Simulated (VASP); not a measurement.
# Si62C (a cell with a defect) in VASP: further runs

The runs below take Si62C (a cell with a defect) through single point, with PBE.

All numbers are computed with VASP 6.6.1; they aren't measurements. Logs are shortened: lines on timing, memory, paths and dates and some standing lists are left out, and cuts for length are marked.

## (1) The cell of the first run

The cell holds a defect, 63 atoms: a = 10.860 Å, b = 10.860 Å, c = 10.860 Å, α = 90.00°, β = 90.00°, γ = 90.00°.

## (2) Single point, PBE

The input, INCAR:

```
SYSTEM = Si62C
  PREC = Accurate
  ENCUT = 520
  EDIFF = 1E-7
  ISMEAR = 0
  SIGMA = 0.02
  LREAL = Auto
  LASPH = .True.
  NELM = 60
  ALGO = Normal
  ISIF = 2
  LWAVE = .False.
  LCHARG = .False.
  GGA = PE
  NBANDS = 163
  NELECT = 254.0
```

The input, KPOINTS:

```
regular mesh
0
Gamma
  1 1 1
  0 0 0
```

The input, POSCAR:

```
Si62C
1.0
   10.8600000000      0.0000000000      0.0000000000
    0.0000000000     10.8600000000      0.0000000000
    0.0000000000      0.0000000000     10.8600000000
Si C
62 1
Direct
    0.5105102210     -0.0134951197     -0.0043385820
    0.6234463168      0.1175537753      0.1260534070
    0.7473064457      0.2466287293      0.0026146409
    0.8729674954      0.3764677716      0.1226816759
    0.7535451197     -0.0131201657      0.2396663904
    0.8725185083      0.1173176796      0.3689467772
    0.0006748619      0.0036948435      0.0009386740
    0.1236656538      0.1280488029      0.1316220074
    0.2554821363      0.2458934622      0.0020455801
    0.3817460405      0.3782640884      0.1236157459
    0.5108537753      0.5117044199      0.0021650092
    0.6472603131      0.6575631676      0.1030883978
    0.8625598527      0.8624082873      0.0970739411
    0.2509860037     -0.0034501842      0.2486599448
    0.3731815838      0.1236449355      0.3756960405
    0.5001385820      0.2468475138      0.2495696133
    0.6264450276      0.3779148250      0.3682134438
    0.7483604972      0.5107781768      0.2391869245
    0.8743930018      0.6246193370      0.3734476980
    0.5002385820     -0.0020682320      0.4987790976
    0.6176069982      0.1298383978      0.6257011971
    0.7486207182      0.2472088398      0.4952280847
    0.8763635359      0.3706025783      0.6234962247
    0.7485839779      0.0047879374      0.7471342541
    0.8756682320      0.1260947514      0.8735453959
   -0.0096968692      0.4910357274     -0.0177779006
    0.1159604972      0.6194732965      0.1132333333
    0.2471950276      0.7498772560     -0.0020984346
    0.3773897790      0.8713613260      0.1241858195
   -0.0039011050      0.2536418969      0.2549988950
    0.1227907919      0.3791445672      0.3790633517
    0.2469963168      0.4971839779      0.2464441068
    0.3701877532      0.6221983425      0.3802640884
    0.5003593923      0.7442528545      0.2499389503
    0.6249335175      0.8723018416      0.3729509208
    0.0035075506     -0.0041994475      0.4915182320
    0.1276231123      0.1185140884      0.6219827808
    0.2492534070      0.2506230203      0.5010776243
    0.3714729282      0.3794339779      0.6274264273
    0.5043108656      0.4971996317      0.5031946593
    0.6369933702      0.6202055249      0.6341404236
    0.7516724678      0.7503828729      0.5021671271
    0.8755707182      0.8823814917      0.6243177716
    0.2571190608     -0.0040304788      0.7471325967
    0.3814659300      0.1171632597      0.8773212707
    0.4955546961      0.2549195212      0.7549016575
    0.6283370166      0.3782567219      0.8778463168
    0.7693383978      0.4943597606      0.7619875691
   -0.0082473297      0.7466665746      0.2369953959
    0.1238888582      0.8667755064      0.3674591160
   -0.0012476059      0.5058276243      0.5065898711
    0.1012671271      0.6367220074      0.6487810313
    0.2395443831      0.7437507366      0.5095882136
    0.3806313996      0.8679875691      0.6250545120
    0.0034112339      0.2445606814      0.7464095764
    0.1280844383      0.3687872928      0.8735246777
    0.2435983425      0.5057043278      0.7514761510
    0.3766652855      0.6249499079      0.8753430939
    0.5113942910      0.7475173112      0.7562956722
    0.6517486188      0.8631340700      0.8845908840
   -0.0342859116      0.7631465009      0.7827011050
    0.1240860037      0.8815680479      0.8744947514
    0.7528097606      0.7763295580     -0.0048018416
```

Potentials or basis: VASP PAW PBE potentials, release 64 (Si, C).

Started as:

```bash
cat potpaw_PBE.64/Si/POTCAR potpaw_PBE.64/C/POTCAR > POTCAR
mpirun -np 1 vasp_gam > vasp.out
```

OUTCAR:

```text
SYSTEM = Si62C
   PREC = Accurate
   ENCUT = 520
   EDIFF = 1E-7
   ISMEAR = 0
   LREAL = Auto
   LASPH = .True.
   NELM = 60
   ISIF = 2
   GGA = PE
   NELECT = 254.0

 ion  position               nearest neighbor table
   1  0.511  0.987  0.996-   2 2.35  29 2.37  60 2.37  45 2.37
   2  0.623  0.118  0.126-   5 2.35   1 2.35  16 2.36   3 2.36
   3  0.747  0.247  0.003-  47 2.36   4 2.36   2 2.36  25 2.37
   4  0.873  0.376  0.123-  26 2.34   3 2.36  18 2.36  30 2.37
   5  0.754  0.987  0.240-   2 2.35  35 2.37  13 2.37   6 2.38
   6  0.873  0.117  0.369-  30 2.35  36 2.35   5 2.38  22 2.38
[... 17 lines left out ...]
  24  0.749  0.005  0.747-  43 2.33  25 2.35  21 2.37  60 2.39
  25  0.876  0.126  0.874-  55 2.34   7 2.35  24 2.35   3 2.37
  26  0.990  0.491  0.982-  56 2.32   4 2.34  27 2.41
  27  0.116  0.619  0.113-  49 2.35  28 2.37  26 2.41  32 2.43
  28  0.247  0.750  0.998-  58 2.36  27 2.37  29 2.37  62 2.37
  29  0.377  0.871  0.124-  34 2.36  14 2.36   1 2.37  28 2.37
  30  0.996  0.254  0.255-   6 2.35  31 2.36   8 2.36   4 2.37
  31  0.123  0.379  0.379-  32 2.35  30 2.36  38 2.36  51 2.37
  32  0.247  0.497  0.246-  31 2.35  10 2.36  33 2.40  27 2.43
[... 13 lines left out ...]
  46  0.496  0.255  0.755-  45 2.35  39 2.36  21 2.36  47 2.38
  47  0.628  0.378  0.878-  48 2.35   3 2.36  11 2.36  46 2.38
  48  0.769  0.494  0.762-  23 2.33  47 2.35  41 2.42
  49  0.992  0.747  0.237-  27 2.35  19 2.36  50 2.40  13 2.42
  50  0.124  0.867  0.367-  36 2.34  14 2.36  53 2.40  49 2.40
  51  0.999  0.506  0.507-  23 2.35  19 2.36  31 2.37  52 2.38
  52  0.101  0.637  0.649-  51 2.38  57 2.38  53 2.43  61 2.48
  53  0.240  0.744  0.510-  33 2.39  54 2.40  50 2.40  52 2.43
  54  0.381  0.868  0.625-  44 2.34  20 2.36  53 2.40  59 2.40
  55  0.003  0.245  0.746-  25 2.34  37 2.35  56 2.36  23 2.36
  56  0.128  0.369  0.874-  26 2.32  57 2.35  55 2.36   9 2.38
  57  0.244  0.506  0.751-  56 2.35  58 2.36  39 2.37  52 2.38
  58  0.377  0.625  0.875-  11 2.35  57 2.36  59 2.36  28 2.36
  59  0.511  0.748  0.756-  41 2.35  58 2.36  54 2.40  60 2.42
  60  0.652  0.863  0.885-  63 1.88   1 2.37  24 2.39  59 2.42
  61  0.966  0.763  0.783-  43 2.37  62 2.37  52 2.48
  62  0.124  0.882  0.874-   7 2.33  44 2.35  61 2.37  28 2.37
  63  0.753  0.776  0.995-  13 1.88  60 1.88  12 2.09

  LATTYP: Found a simple cubic cell.
 ALAT       =    10.8600000000

  Lattice vectors:

 A1 = (  10.8600000000,   0.0000000000,   0.0000000000)
 A2 = (   0.0000000000,  10.8600000000,   0.0000000000)
 A3 = (   0.0000000000,   0.0000000000,  10.8600000000)

Analysis of symmetry for initial positions (statically):
=====================================================================
 Subroutine PRICEL returns:
 Original cell was already a primitive cell.

 Routine SETGRP: Setting up the symmetry group for a
 simple cubic supercell.

 Subroutine GETGRP returns: Found  1 space group operations
 (whereof  1 operations were pure point group operations)
 out of a pool of 48 trial point group operations.

The static configuration has the point symmetry C_1 .

Analysis of symmetry for dynamics (positions and initial velocities):
=====================================================================
 Subroutine PRICEL returns:
 Original cell was already a primitive cell.

 Routine SETGRP: Setting up the symmetry group for a
 simple cubic supercell.

 Subroutine GETGRP returns: Found  1 space group operations
 (whereof  1 operations were pure point group operations)
 out of a pool of 48 trial point group operations.

The dynamic configuration has the point symmetry C_1 .

 Subroutine INISYM returns: Found  1 space group operations
 (whereof  1 operations are pure point group operations),
 and found     1 'primitive' translations

----------------------------------------------------------------------------------------

                                     Primitive cell

  volume of cell :    1280.8241

  direct lattice vectors                    reciprocal lattice vectors
    10.860000000  0.000000000  0.000000000     0.092081031  0.000000000  0.000000000
     0.000000000 10.860000000  0.000000000     0.000000000  0.092081031  0.000000000
     0.000000000  0.000000000 10.860000000     0.000000000  0.000000000  0.092081031

  length of vectors
    10.860000000 10.860000000 10.860000000     0.092081031  0.092081031  0.092081031

  position of ions in fractional coordinates (direct lattice)
     0.510510221  0.986504880  0.995661418
     0.623446317  0.117553775  0.126053407
     0.747306446  0.246628729  0.002614641
     0.872967495  0.376467772  0.122681676
     0.753545120  0.986879834  0.239666390
     0.872518508  0.117317680  0.368946777
[... 55 lines left out ...]
     0.124086004  0.881568048  0.874494751
     0.752809761  0.776329558  0.995198158

  ion indices of the primitive-cell ions
   primitive index   ion index
                 1           1
                 2           2
                 3           3
                 4           4
                 5           5
                 6           6
[... 55 lines left out ...]
                62          62
                63          63

----------------------------------------------------------------------------------------

 KPOINTS: regular mesh

Automatic generation of k-mesh.
 Grid dimensions read from file:
 generate k-points for:    1    1    1

 Generating k-lattice:

  Cartesian coordinates                     Fractional coordinates (reciprocal lattice)
     0.092081031  0.000000000  0.000000000     1.000000000  0.000000000  0.000000000
     0.000000000  0.092081031  0.000000000     0.000000000  1.000000000  0.000000000
     0.000000000  0.000000000  0.092081031     0.000000000  0.000000000  1.000000000

  Length of vectors
     0.092081031  0.092081031  0.092081031

  Shift w.r.t. Gamma in fractional coordinates (k-lattice)
     0.000000000  0.000000000  0.000000000

 Subroutine IBZKPT returns following result:
 ===========================================

 Found      1 irreducible k-points:

 Following reciprocal coordinates:
            Coordinates               Weight
  0.000000  0.000000  0.000000      1.000000
   k-points           NKPTS =      1   k-points in BZ     NKDIM =      1   number of bands    NBANDS=    163
   number of dos      NEDOS =    301   number of ions     NIONS =     63
   total plane-waves  NPLWV = 592704
   dimension x,y,z NGX =    84 NGY =   84 NGZ =   84
   dimension x,y,z NGXF=   168 NGYF=  168 NGZF=  168
   ions per type =              62   1
   NGX,Y,Z   is equivalent  to a cutoff of  12.86, 12.86, 12.86 a.u.
   NGXF,Y,Z  is equivalent  to a cutoff of  25.72, 25.72, 25.72 a.u.
 SYSTEM =  Si62C
   PREC   = accura    normal or accurate (medium, high low for compatibility)
   ISTART =      0    job   : 0-new  1-cont  2-samecut
   ICHARG =      2    charge: 1-file 2-atom 10-const
   ISPIN  =      1    spin polarized calculation?
   LNONCOLLINEAR =      F non collinear calculations
   LSORBIT =      F    spin-orbit coupling
   LASPH  =      T    aspherical Exc in radial PAW
   ENCUT  =  520.0 eV  38.22 Ry    6.18 a.u.  20.19 20.19 20.19*2*pi/ulx,y,z
   NELM   =     60;   NELMIN=  2; NELMDL= -5     # of ELM steps
   EDIFF  = 0.1E-06   stopping-criterion for ELM
   LREAL  =      T    real-space projection
   EDIFFG = 0.1E-05   stopping-criterion for IOM
   NSW    =      0    number of steps for IOM
   IBRION =     -1    ionic relax: 0-MD 1-quasi-New 2-CG
   NFREE  =      0    steps in history (QN), initial steepest desc. (CG)
   ISIF   =      2    stress and relaxation
   ISYM   =      2    0-nonsym 1-usesym 2-fastsym
   POTIM  = 0.5000    time-step for ionic-motion
   TEBEG  =    0.0;   TEEND  =   0.0 temperature during run
   PSTRESS=    0.0 pullay stress
   NELECT =     254.0000    total number of electrons
   NUPDOWN=      -1.0000    fix difference up-down
   EMIN   =  10.00;   EMAX   =-10.00  energy-range for DOS
   EFERMI =   0.00;   METHOD = LEGACY
   ISMEAR =     0;   SIGMA  =   0.02  broadening in eV -4-tet -1-fermi 0-gaus
   EFERMI_NEDOS =   21; number of points for ismear=-14 and -15
   IALGO  =     38    algorithm
   IMIX   =      4    mixing-type and parameters
     AMIX     =   0.40;   BMIX     =  1.00
     AMIX_MAG =   1.60;   BMIX_MAG =  1.00
  volume/ion in A,a.u.               =      20.33       137.20
  Fermi-wavevector in a.u.,A,eV,Ry     =   0.954677  1.804077 12.400449  0.911407
  Thomas-Fermi vector in A             =   2.083445
   LORBIT       =      0    0 simple, 1 ext, 2 COOP (PROOUT), +10 PAW based schemes
   GGA     = PE    functional components
   LHFCALC =     F    Hartree Fock is set to
   AEXX    =    0.0000 exact exchange contribution
   IVDW    =     0    specifies the selected vdW correction
   LEPSILON=     F    determine dielectric tensor
   LRPA    =     F    only Hartree local field effects (RPA)
 non-spin polarized calculation
 Gauss-broadening in eV      SIGMA  =   0.02
  energy-cutoff  :      520.00
  volume of cell :     1280.82
 maximum number of plane-waves:     17229
 NGX is ok and might be reduce to    84
   NGX = 41   NGY = 41   NGZ = 41

 number of electron     254.0000000 magnetization

 Free energy of the ion-electron system (eV)
  ---------------------------------------------------
  ext. energy  EPLUGINS =         0.00000000
  ---------------------------------------------------
  free energy    TOTEN  =      -321.79441703 eV

  energy without entropy =     -321.79430098  energy(sigma->0) =     -321.79435901

 E-fermi :   6.1375     XC(G=0):  -9.3512

 val. band max:        6.0915940340   @ k =   0.0000   0.0000   0.0000
 cond. band min:       6.1834225774   @ k =   0.0000   0.0000   0.0000
 fundamental gap:      0.0918285434
 Fermi energy:         6.1375083059

 k-point     1 :       0.0000    0.0000    0.0000
  band No.  band energies     occupation
      1      -6.4662      2.00000
      2      -5.9675      2.00000
      3      -5.2051      2.00000
      4      -5.1951      2.00000
      5      -5.1810      2.00000
      6      -5.1742      2.00000
[... 131 lines left out ...]
    138       6.8142      0.00000
    139       6.9375      0.00000
 [bands above 139 left out]

------------------------ aborting loop because EDIFF is reached ----------------------------------------

  FORCE on cell =-STRESS in cart. coord.  units (eV):
  Direction    XX          YY          ZZ          XY          YZ          ZX
  --------------------------------------------------------------------------------------
  -------------------------------------------------------------------------------------
  Total       16.9247344     26.5460611     16.9323983     -4.4217611      4.0130650     -7.1677592
  in kB       21.1710778     33.2063543     21.1806646     -5.5311620      5.0199258     -8.9661193
  external PRESSURE =      25.1860322 kB  Pullay stress =       0.0000000 kB

 VOLUME and BASIS-vectors are now :
 -----------------------------------------------------------------------------
  energy-cutoff  :      520.00
  volume of cell :     1280.82
      direct lattice vectors                 reciprocal lattice vectors
    10.860000000  0.000000000  0.000000000     0.092081031  0.000000000  0.000000000
     0.000000000 10.860000000  0.000000000     0.000000000  0.092081031  0.000000000
     0.000000000  0.000000000 10.860000000     0.000000000  0.000000000  0.092081031

 POSITION                                       TOTAL-FORCE (eV/Angst)
 -----------------------------------------------------------------------------------
      5.54414     10.71344     10.81288        -0.150085      0.135667     -0.044177
      6.77063      1.27663      1.36894        -0.017630     -0.021593      0.021988
      8.11575      2.67839      0.02840        -0.021225     -0.009652      0.019755
      9.48043      4.08844      1.33232         0.038902      0.015482     -0.054645
      8.18350     10.71752      2.60278         0.048854      0.130406      0.137513
      9.47555      1.27407      4.00676         0.022314      0.112186      0.036785
[... 55 lines left out ...]
      1.34757      9.57383      9.49701        -0.022428     -0.027478     -0.105645
      8.17551      8.43094     10.80785        -1.338296     -0.652801      1.368570
 -----------------------------------------------------------------------------------
    total drift:                                0.014534     -0.011526     -0.012669

  FREE ENERGIE OF THE ION-ELECTRON SYSTEM (eV)
  ---------------------------------------------------
  free  energy   TOTEN  =      -321.7944170283 eV

  energy  without entropy=     -321.7943009843  energy(sigma->0) =     -321.79435901
```

Run time: 7.6 min. Hardware: 1 thread of Intel Xeon Platinum 8259CL at 2.50GHz (Skylake/Cascade Lake), shared host; peak memory 1.1 GiB.

What came out:

```
Free energy   : -321.7944 eV
Largest force : 2.022 eV/Å
```

Forces on the atoms (eV/Å):
```
Si  -0.150  0.136 -0.044
Si  -0.018 -0.022  0.022
Si  -0.021 -0.010  0.020
Si   0.039  0.015 -0.055
Si   0.049  0.130  0.138
Si   0.022  0.112  0.037
Si  -0.069 -0.087 -0.060
Si  -0.046 -0.061 -0.042
Si  -0.039  0.055 -0.015
Si   0.049  0.064 -0.006
Si   0.073  0.059 -0.117
Si   0.233  0.198 -0.283
Si  -0.130  0.063  0.248
Si   0.009  0.013 -0.001
Si   0.012  0.034 -0.004
Si   0.014  0.020 -0.017
Si   0.004  0.076 -0.060
Si   0.104  0.086 -0.097
Si   0.023  0.038 -0.003
Si   0.008 -0.002 -0.009
Si   0.050 -0.090  0.055
Si   0.001  0.037  0.023
Si   0.027  0.003 -0.003
Si   0.062 -0.122  0.110
Si   0.005  0.025  0.002
Si  -0.066  0.013 -0.143
Si  -0.033 -0.019 -0.046
Si  -0.037  0.010 -0.019
Si  -0.019  0.043 -0.027
Si   0.007  0.021 -0.030
Si   0.030  0.011 -0.037
Si   0.020  0.035 -0.024
Si   0.074  0.045 -0.078
Si   0.105  0.053 -0.116
Si   0.030  0.029  0.012
Si  -0.031  0.031 -0.040
Si   0.009 -0.050 -0.010
Si  -0.009 -0.003  0.004
Si   0.033  0.009 -0.035
Si   0.012  0.034 -0.026
Si   0.042 -0.024  0.028
Si   0.020  0.008  0.040
Si   0.104 -0.034  0.031
Si   0.051  0.027  0.022
Si  -0.043  0.115 -0.024
Si   0.025  0.003 -0.022
Si   0.042 -0.006 -0.048
Si   0.127 -0.028  0.039
Si   0.033 -0.003 -0.008
Si  -0.003  0.040 -0.012
Si  -0.005 -0.018 -0.047
Si   0.136 -0.062 -0.143
Si   0.077  0.042 -0.068
Si   0.036  0.024  0.019
Si   0.031 -0.034 -0.031
Si  -0.021  0.023 -0.026
Si   0.040 -0.017 -0.005
Si  -0.002  0.036 -0.028
Si   0.027 -0.015 -0.006
Si  -0.216  0.015  0.214
Si   0.423 -0.444 -0.408
Si  -0.022 -0.027 -0.106
C   -1.338 -0.653  1.369
```

Levels at points of the mesh, in eV from the Fermi level:
```
           k point  band 124  band 125  band 126  band 127  band 128  band 129  band 130  band 131
(0.00, 0.00, 0.00)     -0.75     -0.74     -0.18     -0.05      0.05      0.14      0.20      0.23
```

Caveat: the k points lie up to 0.58 Å⁻¹ apart; the cell carries a net charge on a neutralising background, which shifts energy and pressure; the cell is charged against a uniform background, so pressure and absolute levels hang on convention.

[end of part 1 of 2]
